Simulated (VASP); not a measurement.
Write the native input for VASP 6.6.1 that does the following.

```
Task                   : electric field gradients
Functional             : LDA
Potentials or basis    : VASP PAW LDA potentials, release 64 (Ga_d, N)
Cutoff                 : 520 eV
k mesh                 : 11 × 11 × 6
Occupations            : fermi-dirac, width 0.02 eV
Spin                   : no spin polarisation
Dipole correction      : no
Further INCAR settings : ALGO = Normal; EDIFF = 1e-08; NBANDS = 26
```

The structure of GaN lies in POSCAR:

```
GaN
1.0
    3.1800000000      0.0000000000      0.0000000000
   -1.5900000000      2.7539607840      0.0000000000
    0.0000000000      0.0000000000      5.1660000000
Ga N
2 2
Direct
    0.3333333333      0.6666666667      0.0039408788
    0.6666666667      0.3333333333      0.5039408788
    0.3333333333      0.6666666667      0.3810591212
    0.6666666667      0.3333333333      0.8810591212
```

One way to write it, as run:

INCAR

```
SYSTEM = GaN
PREC = Accurate ; ENCUT = 520
EDIFF = 1E-8 ; ISMEAR = -1
SIGMA = 0.02 ; LREAL = .False.
LASPH = .True. ; NELM = 80
ALGO = Normal ; ISIF = 2
LWAVE = .False. ; LCHARG = .False.
LEFG = .True. ; NBANDS = 26
```

KPOINTS

```
regular mesh
0
Gamma
  11 11 6
  0 0 0
```

Potentials or basis: VASP PAW LDA potentials, release 64 (Ga_d, N).

Launch:

```sh
$ cat potpaw_LDA.64/Ga_d/POTCAR potpaw_LDA.64/N/POTCAR > POTCAR
$ mpirun -np 1 vasp_std > vasp.out
```

Results of the run:

| Quantity | Value |
| --- | --- |
| Pressure | -3.4 GPa |
| Largest force | 0.005 eV/Å |
| Band gap on the k mesh | 2.00 eV, direct |

Caveat: without QUAD_EFG the Cq values of the log hold for a quadrupole moment of 1 mb, not for the nuclei.

It took 32 s on 1 thread of Intel(R) Xeon(R) 6975P-C (Granite Rapids), on a shared host, peak memory 0.18 GiB.
